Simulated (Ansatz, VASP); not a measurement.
# Na4ScNbSi3O12 in VASP and in Ansatz

```
Na Sc Nb Si O
1.0
     4.60835    2.66063    7.48067
    -4.60835    2.66063    7.48067
     0.00000   -5.32126    7.48067
Na Sc Nb Si O
8 2 2 6 24
Direct
  0.88511 0.62153 0.23428
  0.62153 0.23428 0.88511
  0.23428 0.88511 0.62153
  0.38511 0.73428 0.12153
  0.73428 0.12153 0.38511
  0.12153 0.38511 0.73428
  0.49491 0.49491 0.49491
  0.99491 0.99491 0.99491
  0.35155 0.35155 0.35155
  0.85155 0.85155 0.85155
  0.64668 0.64668 0.64668
  0.14668 0.14668 0.14668
  0.54447 0.95755 0.25340
  0.95755 0.25340 0.54447
  0.25340 0.54447 0.95755
  0.04447 0.75340 0.45755
  0.75340 0.45755 0.04447
  0.45755 0.04447 0.75340
  0.51827 0.12872 0.28339
  0.12872 0.28339 0.51827
  0.28339 0.51827 0.12872
  0.01827 0.78339 0.62872
  0.78339 0.62872 0.01827
  0.62872 0.01827 0.78339
  0.49598 0.85959 0.72260
  0.85959 0.72260 0.49598
  0.72260 0.49598 0.85959
  0.99598 0.22260 0.35959
  0.22260 0.35959 0.99598
  0.35959 0.99598 0.22260
  0.42489 0.22583 0.58718
  0.22583 0.58718 0.42489
  0.58718 0.42489 0.22583
  0.92489 0.08718 0.72583
  0.08718 0.72583 0.92489
  0.72583 0.92489 0.08718
  0.55550 0.77549 0.43307
  0.77549 0.43307 0.55550
  0.43307 0.55550 0.77549
  0.05550 0.93307 0.27549
  0.93307 0.27549 0.05550
  0.27549 0.05550 0.93307
```

Alike in both runs: task electric field gradients; functional r2SCAN; k mesh 3 × 3 × 3; occupations fermi-dirac, width 0.02 eV; no spin polarisation.

|  | VASP | Ansatz |
| --- | --- | --- |
| version | VASP 6.6.1 | Ansatz 0.2.0 |
| potentials or method | VASP PAW PBE potentials, release 64 (Na_pv, Sc_sv, Nb_sv, Si, O) | plane-wave PAW, scalar-relativistic |
| plane-wave cutoff (eV) | 580 | 500 |
| valence electrons in the cell | 272 | 288 |

|  | VASP | Ansatz | Ansatz less VASP |
| --- | --- | --- | --- |
| gap on the k mesh at the Fermi level (eV) | 2.98 | 2.99 | +0.014 |
| pressure (GPa) | -6.1 | -6.1 | -0.05 |
| traceless stress, the component that is largest in VASP (GPa) | 0.14 | 0.20 | +0.064 |
| rms of the force components (eV/Å) | 0.201 | 0.202 | +0.0009 |
| size of Vzz on the site where it differs most (V/Å²) | 54.5 | 57.6 | +3.16 |

VASP's potentials were made for PBE, not for r2SCAN. Atom by atom the forces differ by 0.022 eV/Å (rms over components). VASP's potentials hold 272 valence electrons a cell and Ansatz's 288, so a difference there can come from the potentials and not from the codes.
